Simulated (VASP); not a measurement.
# ZnO (P6_3mc) in VASP: further runs

ZnO is run at these levels: PBE; tasks: single point.

Program: VASP 6.6.1. These are calculated values, not measurements. Logs are shortened: lines on timing, memory, paths and dates and some standing lists are left out, and cuts for length are marked.

**1. The cell of the first run**

It takes space group P6_3mc (No. 186, hexagonal). Conventional cell: a = 3.152 Å, b = 3.152 Å, c = 5.204 Å, α = 90.00°, β = 90.00°, γ = 120.00°. Zn (site symmetry 3m) has 4 O at 1.92 to 1.99 Å within 2.5 Å. O (site symmetry 3m) has 4 Zn at 1.92 to 1.99 Å within 2.5 Å.

**2. Single point, PBE (equal xx and yy strain of -3 %)**

File INCAR:

```
SYSTEM = ZnO
PREC = Accurate ; ENCUT = 520
EDIFF = 1E-6 ; ISMEAR = -1
SIGMA = 0.02 ; LREAL = .False.
LASPH = .True. ; NELM = 60
ALGO = Normal ; ISIF = 2
LWAVE = .False. ; LCHARG = .True.
GGA = PE ; LELF = .True.
LVHAR = .True. ; NBANDS = 26
```

File KPOINTS:

```
regular mesh
0
Gamma
  11 11 6
  0 0 0
```

File POSCAR:

```
ZnO
1.0
    3.1519167622      0.0000000000      0.0000000000
   -1.5759583810      2.7296399866      0.0000000000
    0.0000000000      0.0000000000      5.2038000000
Zn O
2 2
Direct
    0.3333333333      0.6666666667      0.0000000000
    0.6666666667      0.3333333333      0.5000000000
    0.3333333333      0.6666666667      0.3821000000
    0.6666666667      0.3333333333      0.8821000000
```

Potentials or basis: VASP PAW PBE potentials, release 64 (Zn, O).

Command:

```console
$ cat potpaw_PBE.64/Zn/POTCAR potpaw_PBE.64/O/POTCAR > POTCAR
$ mpirun -np 1 vasp_std > vasp.out
```

OUTCAR:

```text
SYSTEM = ZnO
   PREC = Accurate
   ENCUT = 520
   EDIFF = 1E-6
   ISMEAR = -1
   LREAL = .False.
   LASPH = .True.
   NELM = 60
   ISIF = 2
   GGA = PE

 ion  position               nearest neighbor table
   1  0.333  0.667  0.000-   4 1.92   4 1.92   4 1.92   3 1.99
   2  0.667  0.333  0.500-   3 1.92   3 1.92   3 1.92   4 1.99
   3  0.333  0.667  0.382-   2 1.92   2 1.92   2 1.92   1 1.99
   4  0.667  0.333  0.882-   1 1.92   1 1.92   1 1.92   2 1.99

  LATTYP: Found a hexagonal cell.
 ALAT       =     3.1519167622
 C/A-ratio  =     1.6509953760

  Lattice vectors:

 A1 = (   3.1519167622,   0.0000000000,   0.0000000000)
 A2 = (  -1.5759583810,   2.7296399866,   0.0000000000)
 A3 = (   0.0000000000,   0.0000000000,   5.2038000000)

Analysis of symmetry for initial positions (statically):
=====================================================================
 Subroutine PRICEL returns:
 Original cell was already a primitive cell.

 Routine SETGRP: Setting up the symmetry group for a
 hexagonal supercell.

 Subroutine GETGRP returns: Found 12 space group operations
 (whereof  6 operations were pure point group operations)
 out of a pool of 24 trial point group operations.

The static configuration has the point symmetry C_3v.
 The point group associated with its full space group is C_6v.

Analysis of symmetry for dynamics (positions and initial velocities):
=====================================================================
 Subroutine PRICEL returns:
 Original cell was already a primitive cell.

 Routine SETGRP: Setting up the symmetry group for a
 hexagonal supercell.

 Subroutine GETGRP returns: Found 12 space group operations
 (whereof  6 operations were pure point group operations)
 out of a pool of 24 trial point group operations.

The dynamic configuration has the point symmetry C_3v.
 The point group associated with its full space group is C_6v.

 Subroutine INISYM returns: Found 12 space group operations
 (whereof  6 operations are pure point group operations),
 and found     1 'primitive' translations

----------------------------------------------------------------------------------------

                                     Primitive cell

  volume of cell :      44.7714

[... 83 lines left out ...]
   PREC   = accura    normal or accurate (medium, high low for compatibility)
   ISTART =      0    job   : 0-new  1-cont  2-samecut
   ICHARG =      2    charge: 1-file 2-atom 10-const
   ISPIN  =      1    spin polarized calculation?
   LNONCOLLINEAR =      F non collinear calculations
   LSORBIT =      F    spin-orbit coupling
   LASPH  =      T    aspherical Exc in radial PAW
   ENCUT  =  520.0 eV  38.22 Ry    6.18 a.u.   5.86  5.86  9.68*2*pi/ulx,y,z
   NELM   =     60;   NELMIN=  2; NELMDL= -5     # of ELM steps
   EDIFF  = 0.1E-05   stopping-criterion for ELM
   LREAL  =      F    real-space projection
   EDIFFG = 0.1E-04   stopping-criterion for IOM
   NSW    =      0    number of steps for IOM
   IBRION =     -1    ionic relax: 0-MD 1-quasi-New 2-CG
   NFREE  =      0    steps in history (QN), initial steepest desc. (CG)
   ISIF   =      2    stress and relaxation
   ISYM   =      2    0-nonsym 1-usesym 2-fastsym
   POTIM  = 0.5000    time-step for ionic-motion
   TEBEG  =    0.0;   TEEND  =   0.0 temperature during run
   PSTRESS=    0.0 pullay stress
   NELECT =      36.0000    total number of electrons
   NUPDOWN=      -1.0000    fix difference up-down
   EMIN   =  10.00;   EMAX   =-10.00  energy-range for DOS
   EFERMI =   0.00;   METHOD = LEGACY
   ISMEAR =    -1;   SIGMA  =   0.02  broadening in eV -4-tet -1-fermi 0-gaus
   EFERMI_NEDOS =   21; number of points for ismear=-14 and -15
   IALGO  =     38    algorithm
   IMIX   =      4    mixing-type and parameters
     AMIX     =   0.40;   BMIX     =  1.00
     AMIX_MAG =   1.60;   BMIX_MAG =  1.00
  volume/ion in A,a.u.               =      11.19        75.53
  Fermi-wavevector in a.u.,A,eV,Ry     =   1.522330  2.876786 31.531341  2.317488
  Thomas-Fermi vector in A             =   2.630924
   LORBIT       =      0    0 simple, 1 ext, 2 COOP (PROOUT), +10 PAW based schemes
   GGA     = PE    functional components
   LHFCALC =     F    Hartree Fock is set to
   AEXX    =    0.0000 exact exchange contribution
   IVDW    =     0    specifies the selected vdW correction
   LEPSILON=     F    determine dielectric tensor
   LRPA    =     F    only Hartree local field effects (RPA)
 non-spin polarized calculation
  energy-cutoff  :      520.00
  volume of cell :       44.77
 maximum number of plane-waves:      1224
 NGX is ok and might be reduce to    24
   NGX = 11   NGY = 11   NGZ = 19

 number of electron      35.9999964 magnetization

 Free energy of the ion-electron system (eV)
  ---------------------------------------------------
  ext. energy  EPLUGINS =         0.00000000
  ---------------------------------------------------
  free energy    TOTEN  =       -17.59975746 eV

  energy without entropy =      -17.59975746  energy(sigma->0) =      -17.59975746

 E-fermi :   2.2659     XC(G=0): -11.2431

 val. band max:        1.8247973753   @ k =   0.0000   0.0000   0.0000
 cond. band min:       2.6514823995   @ k =   0.0000   0.0000   0.0000
 fundamental gap:      0.8266850241
 Fermi energy:         2.2659482851

 k-point     1 :       0.0000    0.0000    0.0000
  band No.  band energies     occupation
      1     -16.8337      2.00000
      2     -16.0602      2.00000
      3      -4.3920      2.00000
      4      -4.2725      2.00000
      5      -4.2725      2.00000
      6      -4.1588      2.00000
[... 685 lines left out ...]
     25      15.2849      0.00000
     26      16.8225      0.00000

 [... further k-points ...]
[... 5 lines left out ...]
  --------------------------------------------------------------------------------------
  -------------------------------------------------------------------------------------
  Total        5.5965680      5.5965680      3.1867916      0.0000000      0.0000000      0.0000000
  in kB      200.2772680    200.2772680    114.0416630      0.0000000      0.0000000      0.0000000
  external PRESSURE =     171.5320663 kB  Pullay stress =       0.0000000 kB

 VOLUME and BASIS-vectors are now :
 -----------------------------------------------------------------------------
  energy-cutoff  :      520.00
  volume of cell :       44.77
      direct lattice vectors                 reciprocal lattice vectors
     3.151916762  0.000000000  0.000000000     0.317267262  0.183174339  0.000000000
    -1.575958381  2.729639987  0.000000000     0.000000000  0.366348678  0.000000000
     0.000000000  0.000000000  5.203800000     0.000000000  0.000000000  0.192167262

 POSITION                                       TOTAL-FORCE (eV/Angst)
 -----------------------------------------------------------------------------------
     -0.00000      1.81976      0.00000         0.000000     -0.000000      0.399939
      1.57596      0.90988      2.60190        -0.000000      0.000000      0.399939
     -0.00000      1.81976      1.98837        -0.000000     -0.000000     -0.399939
      1.57596      0.90988      4.59027         0.000000      0.000000     -0.399939
 -----------------------------------------------------------------------------------
    total drift:                               -0.000000      0.000000      0.000191

  FREE ENERGIE OF THE ION-ELECTRON SYSTEM (eV)
  ---------------------------------------------------
  free  energy   TOTEN  =       -17.5997574569 eV

  energy  without entropy=      -17.5997574569  energy(sigma->0) =      -17.59975746
```

OSZICAR:

```text
N       E                     dE             d eps       ncg     rms          rms(c)
DAV:   1     0.296667137625E+03    0.29667E+03   -0.18198E+04  3416   0.206E+03
DAV:   2     0.101538240931E+02   -0.28651E+03   -0.26905E+03  3506   0.418E+02
DAV:   3    -0.202924740852E+02   -0.30446E+02   -0.30068E+02  3650   0.138E+02
DAV:   4    -0.208656011566E+02   -0.57313E+00   -0.57192E+00  3714   0.193E+01
DAV:   5    -0.208684371810E+02   -0.28360E-02   -0.28359E-02  3692   0.139E+00    0.163E+01
DAV:   6    -0.174161682548E+02    0.34523E+01   -0.64586E+00  5162   0.601E+01    0.102E+01
DAV:   7    -0.176358051415E+02   -0.21964E+00   -0.29729E+00  3402   0.167E+01    0.597E+00
DAV:   8    -0.176468968929E+02   -0.11092E-01   -0.46428E-01  4968   0.763E+00    0.163E+00
DAV:   9    -0.175969158720E+02    0.49981E-01   -0.10322E-01  4980   0.655E+00    0.286E-01
DAV:  10    -0.175997180693E+02   -0.28022E-02   -0.37093E-02  3396   0.132E+00    0.143E-01
DAV:  11    -0.175997145602E+02    0.35091E-05   -0.52153E-04  3684   0.216E-01    0.385E-02
DAV:  12    -0.175997607443E+02   -0.46184E-04   -0.60127E-05  3550   0.687E-02    0.262E-02
DAV:  13    -0.175997598854E+02    0.85881E-06   -0.10709E-05  3604   0.262E-02    0.116E-02
DAV:  14    -0.175997576699E+02    0.22156E-05   -0.42200E-06  4088   0.236E-02    0.179E-03
DAV:  15    -0.175997574569E+02    0.21299E-06   -0.11258E-06  1820   0.107E-02
   1 F= -.17599757E+02 E0= -.17599757E+02  d E =-.560529E-11
```

Run time: 71 s. Hardware: 1 thread of Intel Xeon 8259CL, shared host; peak memory 0.2 GiB.

What came out:

* Free energy: -17.5998 eV
* Pressure: 17.2 GPa
* Largest force: 0.400 eV/Å
* Band gap on the k mesh: 0.83 eV

Forces on the atoms (eV/Å):
```
Zn   0.000  0.000  0.400
Zn   0.000  0.000  0.400
O    0.000  0.000 -0.400
O    0.000  0.000 -0.400
```

Caveat: the cell differs from its parent crystal (equal xx and yy strain of -3 %); the cell stands under pressure.

**3. Single point, PBE (equal xx and yy strain of -1 %)**

File INCAR:

```
SYSTEM = ZnO
PREC = Accurate
ENCUT = 520
EDIFF = 1E-6
ISMEAR = -1
SIGMA = 0.02
LREAL = .False.
LASPH = .True.
NELM = 100
ALGO = Normal
ISIF = 2
LWAVE = .False.
LCHARG = .False.
GGA = PE
NBANDS = 26
```

KPOINTS is that of step 2.

Changes to POSCAR since step 2:

```diff
@@ -2,4 +2,4 @@
 1.0
-    3.1519167622      0.0000000000      0.0000000000
-   -1.5759583810      2.7296399866      0.0000000000
+    3.2169047367      0.0000000000      0.0000000000
+   -1.6084523683      2.7859212235      0.0000000000
     0.0000000000      0.0000000000      5.2038000000
```

Potentials or basis: VASP PAW PBE potentials, release 64 (Zn, O).

Command:

```console
$ cat potpaw_PBE.64/Zn/POTCAR potpaw_PBE.64/O/POTCAR > POTCAR
$ mpirun -np 1 vasp_std > vasp.out
```

Run time: 96 s. Hardware: 1 thread of Intel Xeon 8259CL, shared host; peak memory 0.2 GiB.

The run converged. Its results:

```
Free energy            : -17.7744 eV
Pressure               : 9.4 GPa
Largest force          : 0.136 eV/Å
Band gap on the k mesh : 0.80 eV
```

Forces in eV/Å, atoms in the order of the input:
```
Zn   0.000  0.000  0.136
Zn   0.000  0.000  0.136
O    0.000  0.000 -0.136
O    0.000  0.000 -0.136
```

Stress tensor (GPa, compression positive):
```
10.13  0.00  0.00
 0.00 10.13  0.00
 0.00  0.00  7.79
```

Levels at points of the mesh, in eV from the valence-band top:
| k point | band 15 | band 16 | band 17 | band 18 | band 19 | band 20 | band 21 | band 22 |
| --- | --- | --- | --- | --- | --- | --- | --- | --- |
| (0.00, 0.00, 0.00) | -0.79 | -0.13 | 0.00 | 0.00 | 0.80 | 5.29 | 8.21 | 13.02 |
| (0.00, 0.00, 0.50) | -0.39 | -0.39 | -0.39 | -0.39 | 3.48 | 3.48 | 10.09 | 10.09 |

Caveat: the cell differs from its parent crystal (equal xx and yy strain of -1 %); the cell stands under pressure.

**4. Single point, PBE (equal xx and yy strain of +2 %)**

File INCAR:

```
SYSTEM = ZnO
PREC = Accurate
ENCUT = 520
EDIFF = 1E-6
ISMEAR = -1
SIGMA = 0.02
LREAL = .FALSE.
LASPH = .TRUE.
NELM = 100
ALGO = Normal
ISIF = 2
LWAVE = .FALSE.
LCHARG = .FALSE.
GGA = PE
NBANDS = 26
```

File KPOINTS:

```
Automatic mesh
0
G
  11 11 6
  0 0 0
```

Changes to POSCAR since step 3:

```diff
@@ -2,4 +2,4 @@
 1.0
-    3.2169047367      0.0000000000      0.0000000000
-   -1.6084523683      2.7859212235      0.0000000000
+    3.3143866984      0.0000000000      0.0000000000
+   -1.6571933491      2.8703430787      0.0000000000
     0.0000000000      0.0000000000      5.2038000000
```

Command:

```console
$ cat potpaw_PBE.64/Zn/POTCAR potpaw_PBE.64/O/POTCAR > POTCAR
$ mpirun -np 1 vasp_std > vasp.out
```

Run time: 2.1 min. Hardware: 1 thread of Intel Xeon 8259CL, shared host; peak memory 0.21 GiB.

Results (log left out):

- Free energy: -17.8511 eV
- Pressure: 0.4 GPa
- Largest force: 0.127 eV/Å
- Band gap on the k mesh: 0.75 eV

Forces in eV/Å, atoms in the order of the input:
```
Zn   0.000  0.000 -0.127
Zn   0.000  0.000 -0.127
O    0.000  0.000  0.127
O    0.000  0.000  0.127
```

Stress tensor (GPa, compression positive):
```
-1.12  0.00  0.00
 0.00 -1.12  0.00
 0.00  0.00  3.35
```

Levels at points of the mesh, in eV from the valence-band top:
| k point | band 14 | band 15 | band 16 | band 17 | band 18 | band 19 | band 20 | band 21 | band 22 | band 23 |
| --- | --- | --- | --- | --- | --- | --- | --- | --- | --- | --- |
| (0.00, 0.00, 0.00) | -0.79 | -0.79 | -0.04 | 0.00 | 0.00 | 0.75 | 5.00 | 8.31 | 12.49 | 12.49 |
| (0.00, 0.00, 0.50) | -2.14 | -0.39 | -0.39 | -0.39 | -0.39 | 3.40 | 3.40 | 10.10 | 10.10 | 12.76 |

Caveat: the cell differs from its parent crystal (equal xx and yy strain of +2 %).

**5. Single point, PBE (zz strain of -3 %)**

Changes to INCAR since step 4:

```diff
@@ -8,3 +8,3 @@
 LASPH = .TRUE.
-NELM = 100
+NELM = 80
 ALGO = Normal
```

KPOINTS is that of step 4.

File POSCAR:

```
ZnO
1.0
    3.2493987239      0.0000000000      0.0000000000
   -1.6246993619      2.8140618419      0.0000000000
    0.0000000000      0.0000000000      5.0476860000
Zn O
2 2
Direct
    0.3333333333      0.6666666667      0.0000000000
    0.6666666667      0.3333333333      0.5000000000
    0.3333333333      0.6666666667      0.3821000000
    0.6666666667      0.3333333333      0.8821000000
```

Command:

```console
$ cat potpaw_PBE.64/Zn/POTCAR potpaw_PBE.64/O/POTCAR > POTCAR
$ mpirun -np 1 vasp_std > vasp.out
```

Wall time 29 s (1 thread of Intel Xeon 6975P-C (Granite Rapids), shared host); peak memory 0.2 GiB.

Results (log left out):

| Property | Result |
| --- | --- |
| Free energy | -17.7213 eV |
| Pressure | 11.2 GPa |
| Largest force | 0.341 eV/Å |
| Band gap on the k mesh | 0.87 eV |

Forces on the atoms (eV/Å):
```
Zn   0.000  0.000 -0.341
Zn   0.000  0.000 -0.341
O    0.000  0.000  0.341
O    0.000  0.000  0.341
```

Stress tensor (GPa, compression positive):
```
 8.42  0.00  0.00
 0.00  8.42  0.00
 0.00  0.00 16.74
```

Levels at points of the mesh, in eV from the valence-band top:
| k point | band 14 | band 15 | band 16 | band 17 | band 18 | band 19 | band 20 | band 21 | band 22 | band 23 |
| --- | --- | --- | --- | --- | --- | --- | --- | --- | --- | --- |
| (0.00, 0.00, 0.00) | -0.90 | -0.90 | -0.04 | 0.00 | 0.00 | 0.87 | 5.23 | 8.67 | 12.75 | 12.75 |
| (0.00, 0.00, 0.50) | -2.15 | -0.44 | -0.44 | -0.44 | -0.44 | 3.59 | 3.59 | 10.49 | 10.49 | 13.03 |

Caveat: the cell differs from its parent crystal (zz strain of -3 %); the cell stands under pressure.

**6. Overview**

```tsv
cell	gap on the mesh (eV)	pressure (GPa)	largest force (eV/Å)
a = 3.152, b = 3.152, c = 5.204 Å, angles 90.0, 90.0, 120.0°, 4 atoms	0.83	17.2	0.40
a = 3.217, b = 3.217, c = 5.204 Å, angles 90.0, 90.0, 120.0°, 4 atoms	0.80	9.4	0.14
a = 3.314, b = 3.314, c = 5.204 Å, angles 90.0, 90.0, 120.0°, 4 atoms	0.75	0.4	0.13
a = 3.249, b = 3.249, c = 5.048 Å, angles 90.0, 90.0, 120.0°, 4 atoms	0.87	11.2	0.34
```

Alike in all rows: task single point; level PBE; potentials or basis VASP PAW PBE potentials, release 64 (Zn, O); no spin polarisation; k mesh 11 × 11 × 6; cutoff (eV) 520; smearing fermi-dirac 0.02 eV.

Caveats: the cell stands under pressure (at least some runs).

Total energies depend on the potentials used, so only differences within one code and one set of settings carry meaning.
